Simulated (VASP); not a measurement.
# WS2 (C2/c) in VASP: notebook, part 2 of 2

VASP 6.6.1. The steps go on from the part before.

## 3. Single point, PBEsol (mode 9 (295.6 1/cm) frozen in, largest displacement +0.015 Å)

The input, INCAR:

```
PREC = Accurate ; ENCUT = 520
EDIFF = 1E-6 ; ISMEAR = 0
SIGMA = 0.05 ; LREAL = F
LASPH = T ; NELM = 60
ALGO = Normal ; ISIF = 2
LWAVE = F ; LCHARG = T
GGA = PS ; LELF = T
LVHAR = T ; NBANDS = 35
```

The input, KPOINTS:

```
Automatic mesh
0
Gamma
  12 12 2
```

The input, POSCAR:

```
WS2
1.0
    3.1461313781      0.0000000000      0.0000000000
   -1.5730656891      2.7246296971      0.0000000000
    0.0000000000      0.0000000000     12.6917314098
W S
2 4
Direct
    0.3333333333      0.6666666667      0.2500000000
    0.6666666667      0.3333333333      0.7500000000
    0.3381010935      0.6666666667      0.6264891170
    0.6714344269      0.3333333333      0.1264891170
    0.3285655731      0.6666666667      0.8735108830
    0.6618989065      0.3333333333      0.3735108830
```

Potentials or basis: VASP PAW PBE potentials, release 64 (W_sv, S).

The run is started by

```bash
cat potpaw_PBE.64/W_sv/POTCAR potpaw_PBE.64/S/POTCAR > POTCAR
mpirun -np 1 vasp_std > vasp.out
```

OUTCAR:

```text
PREC = Accurate
   ENCUT = 520
   EDIFF = 1E-6
   ISMEAR = 0
   LREAL = F
   LASPH = T
   NELM = 60
   ISIF = 2
   GGA = PS

 ion  position               nearest neighbor table
   1  0.333  0.667  0.250-   4 2.39   6 2.39   6 2.40   4 2.40   6 2.41   4 2.41
   2  0.667  0.333  0.750-   5 2.39   3 2.39   3 2.40   5 2.40   3 2.41   5 2.41
   3  0.338  0.667  0.626-   2 2.39   2 2.40   2 2.41
   4  0.671  0.333  0.126-   1 2.39   1 2.40   1 2.41
   5  0.329  0.667  0.874-   2 2.39   2 2.40   2 2.41
   6  0.662  0.333  0.374-   1 2.39   1 2.40   1 2.41

  LATTYP: Found a hexagonal cell.
 ALAT       =     3.1461313781
 C/A-ratio  =     4.0340754675

  Lattice vectors:

 A1 = (   3.1461313781,   0.0000000000,   0.0000000000)
 A2 = (  -1.5730656891,   2.7246296971,   0.0000000000)
 A3 = (   0.0000000000,   0.0000000000,  12.6917314098)

Analysis of symmetry for initial positions (statically):
=====================================================================
 Subroutine PRICEL returns:
 Original cell was already a primitive cell.

 Routine SETGRP: Setting up the symmetry group for a
 hexagonal supercell.

[... 172 lines left out ...]
  free energy    TOTEN  =       -50.54939326 eV

  energy without entropy =      -50.54939326  energy(sigma->0) =      -50.54939326

 E-fermi :   7.4298     XC(G=0): -10.9442

 val. band max:        6.9712905951   @ k =   0.0000   0.0000   0.0000
 cond. band min:       8.0839194839   @ k =  -0.3333   0.1667   0.0000
 fundamental gap:      1.1126288888
 Fermi energy:         7.4297613235

 k-point     1 :       0.0000    0.0000    0.0000
  band No.  band energies     occupation
      1     -67.4513      2.00000
      2     -67.4512      2.00000
      3     -31.7294      2.00000
      4     -31.7294      2.00000
      5     -31.5353      2.00000
      6     -31.5353      2.00000
[... 901 lines left out ...]
     34      11.4730      0.00000
     35      12.5437      0.00000

 [... further k-points ...]
[... 5 lines left out ...]
  --------------------------------------------------------------------------------------
  -------------------------------------------------------------------------------------
  Total        0.0827084      0.0821584      0.1279843     -0.0000000      0.0000000      0.9469834
  in kB        1.2180214      1.2099215      1.8847865     -0.0000000      0.0000000     13.9459389
  external PRESSURE =       1.4375764 kB  Pullay stress =       0.0000000 kB

 VOLUME and BASIS-vectors are now :
 -----------------------------------------------------------------------------
  energy-cutoff  :      520.00
  volume of cell :      108.79
      direct lattice vectors                 reciprocal lattice vectors
     3.146131378  0.000000000  0.000000000     0.317850681  0.183511176  0.000000000
    -1.573065689  2.724629697  0.000000000     0.000000000  0.367022352  0.000000000
     0.000000000  0.000000000 12.691731410     0.000000000  0.000000000  0.078791456

 POSITION                                       TOTAL-FORCE (eV/Angst)
 -----------------------------------------------------------------------------------
     -0.00000      1.81642      3.17293        -0.000000      0.003768      0.000000
      1.57307      0.90821      9.51880         0.000000     -0.003768      0.000000
      0.01500      1.81642      7.95123        -0.154689      0.001908     -0.023745
      1.58807      0.90821      1.60537        -0.154689     -0.001908     -0.023745
     -0.01500      1.81642     11.08637         0.154689      0.001908      0.023745
      1.55807      0.90821      4.74050         0.154689     -0.001908      0.023745
 -----------------------------------------------------------------------------------
    total drift:                                0.000000      0.000000     -0.000000

  FREE ENERGIE OF THE ION-ELECTRON SYSTEM (eV)
  ---------------------------------------------------
  free  energy   TOTEN  =       -50.5493932598 eV

  energy  without entropy=      -50.5493932598  energy(sigma->0) =      -50.54939326
```

OSZICAR:

```text
N       E                     dE             d eps       ncg     rms          rms(c)
DAV:   1     0.508763193364E+03    0.50876E+03   -0.28412E+04  6580   0.148E+03
DAV:   2    -0.202148231399E+02   -0.52898E+03   -0.51083E+03  6956   0.408E+02
DAV:   3    -0.523096291714E+02   -0.32095E+02   -0.31556E+02  7484   0.959E+01
DAV:   4    -0.531024581031E+02   -0.79283E+00   -0.78809E+00  7359   0.156E+01
DAV:   5    -0.531188846038E+02   -0.16427E-01   -0.16417E-01  7242   0.240E+00    0.397E+01
DAV:   6    -0.509248680495E+02    0.21940E+01   -0.72306E+00  6919   0.182E+01    0.166E+01
DAV:   7    -0.506888514785E+02    0.23602E+00   -0.24081E+00  6618   0.785E+00    0.646E+00
DAV:   8    -0.505514038506E+02    0.13745E+00   -0.38116E-01  6898   0.420E+00    0.205E+00
DAV:   9    -0.505521593547E+02   -0.75550E-03   -0.48370E-02  7443   0.111E+00    0.112E+00
DAV:  10    -0.505499105744E+02    0.22488E-02   -0.24785E-02  7166   0.102E+00    0.436E-01
DAV:  11    -0.505493920027E+02    0.51857E-03   -0.42144E-03  6560   0.398E-01    0.174E-01
DAV:  12    -0.505493753983E+02    0.16604E-04   -0.17454E-04  6770   0.780E-02    0.616E-02
DAV:  13    -0.505493905239E+02   -0.15126E-04   -0.21926E-05  6906   0.274E-02    0.433E-02
DAV:  14    -0.505493940215E+02   -0.34976E-05   -0.16649E-05  6272   0.231E-02    0.278E-02
DAV:  15    -0.505493932598E+02    0.76168E-06   -0.32677E-06  5635   0.127E-02
   1 F= -.50549393E+02 E0= -.50549393E+02  d E =-.299447E-40
```

stdout:

```text
POSCAR found type information on POSCAR W S
 POSCAR found :  2 types and       6 ions
 scaLAPACK will be used
 -----------------------------------------------------------------------------
|                                                                             |
|                                                                             |
|     You enforced a specific xc type in the INCAR file but a different       |
|     I HOPE YOU KNOW WHAT YOU ARE DOING!                                     |
|                                                                             |
 -----------------------------------------------------------------------------

 LDA part: xc-table for (Slater+PW92), standard interpolation
 POSCAR, INCAR and KPOINTS ok, starting setup
 FFT: planning ... GRIDC
 FFT: planning ... GRID_SOFT
 FFT: planning ... GRID
 WAVECAR not read
 entering main loop
```

Run time: 4 min. Hardware: 1 thread of Intel Xeon 6975P-C, shared host; peak memory 0.39 GiB.

Results:

```yaml
Free_energy: -50.5494 eV
Pressure: 0.1 GPa
Largest_force: 0.157 eV/Å
Band_gap_on_the_k_mesh: 1.11 eV, indirect (least direct gap 1.87 eV)
```

Forces in eV/Å, atoms in the order of the input:
```
W    0.000  0.004  0.000
W    0.000 -0.004  0.000
S   -0.155  0.002 -0.024
S   -0.155 -0.002 -0.024
S    0.155  0.002  0.024
S    0.155 -0.002  0.024
```

Levels at points of the mesh, in eV from the valence-band top:
```tsv
k point	band 22	band 23	band 24	band 25	band 26	band 27	band 28	band 29	band 30	band 31
(0.00, 0.00, 0.00)	-2.07	-2.07	-1.64	-1.12	0.00	2.45	2.45	2.46	2.46	2.58
(0.50, 0.00, 0.00)	-2.67	-1.78	-1.64	-1.57	-1.45	2.47	2.50	2.75	3.03	3.25
(0.00, 0.50, 0.00)	-2.67	-1.78	-1.64	-1.57	-1.45	2.47	2.50	2.75	3.02	3.25
(0.00, 0.00, 0.50)	-2.09	-2.09	-2.09	-0.33	-0.33	2.45	2.45	2.46	2.46	2.63
(0.50, 0.00, 0.50)	-2.74	-1.71	-1.71	-1.50	-1.50	2.49	2.49	2.90	2.91	3.52
(0.00, 0.50, 0.50)	-2.76	-1.71	-1.71	-1.50	-1.50	2.49	2.49	2.91	2.91	3.53
```

Caveat: the cell differs from its parent crystal (mode 9 (295.6 1/cm) frozen in, largest displacement +0.015 Å); the PAW data sets were made with another functional, which shifts forces and pressure a little; spin-orbit coupling is left out, which moves the levels of the heavy elements; this functional lacks dispersion, which binds the layers, so the pressure and a relaxed spacing across them are unreliable. A k mesh can miss the band edges.
